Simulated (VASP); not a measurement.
Write the native input for VASP 6.6.1 that does the following.

| Property | Result |
| --- | --- |
| Task | single point |
| Functional | LDA |
| Potentials or basis | VASP PAW LDA potentials, release 64 (Ta_pv, S) |
| Cutoff | 520 eV |
| k mesh | 6 × 6 × 1 |
| Occupations | gaussian, width 0.1 eV |
| Spin | no spin polarisation |
| Dipole correction | yes |
| Further INCAR settings | ALGO = Normal; EDIFF = 1e-06; NBANDS = 45 |

The structure of Ta6S lies in POSCAR:

```
Ta6S
1.0
    4.6002247492      0.0000000000      0.0000000000
   -2.3001123746      3.9839114959      0.0000000000
    0.0000000000      0.0000000000     19.9017722044
Ta S
6 1
Direct
    0.6666666667      0.3333333333      0.2009871261
    0.3333333333      0.6666666667      0.2481697054
    0.0000000000      0.0000000000      0.2953522847
    0.6666666667      0.3333333333      0.3395777425
    0.3333333333      0.6666666667      0.3810648003
    0.0000000000      0.0000000000      0.4221620124
    0.0000000000      0.0000000000      0.5304973280
```

These files were run (other wordings do the same):

INCAR

```
ALGO = Normal
DIPOL = 0.5 0.5 0.345
EDIFF = 1E-6
ENCUT = 520
IDIPOL = 3
ISIF = 2
ISMEAR = 0
LASPH = T
LCHARG = F
LDIPOL = T
LREAL = F
LWAVE = F
NBANDS = 45
NELM = 100
PREC = Accurate
SIGMA = 0.1
```

KPOINTS

```
k-points
0
Gamma
  6 6 1
```

Potentials or basis: VASP PAW LDA potentials, release 64 (Ta_pv, S).

Run with:

```sh
$ cat potpaw_LDA.64/Ta_pv/POTCAR potpaw_LDA.64/S/POTCAR > POTCAR
$ mpirun -np 1 vasp_std > vasp.out
```

It gave:

| Property | Result |
| --- | --- |
| Largest force | 2.998 eV/Å |
| Band gap on the k mesh | zero (bands 36 and 37 overlap by 0.29 eV) |

Caveat: spin-orbit coupling is left out, which moves the levels of the heavy elements.

Wall time 8.9 min on 1 thread of Intel Xeon 8259CL, with other jobs on the host, peak memory 0.4 GiB.
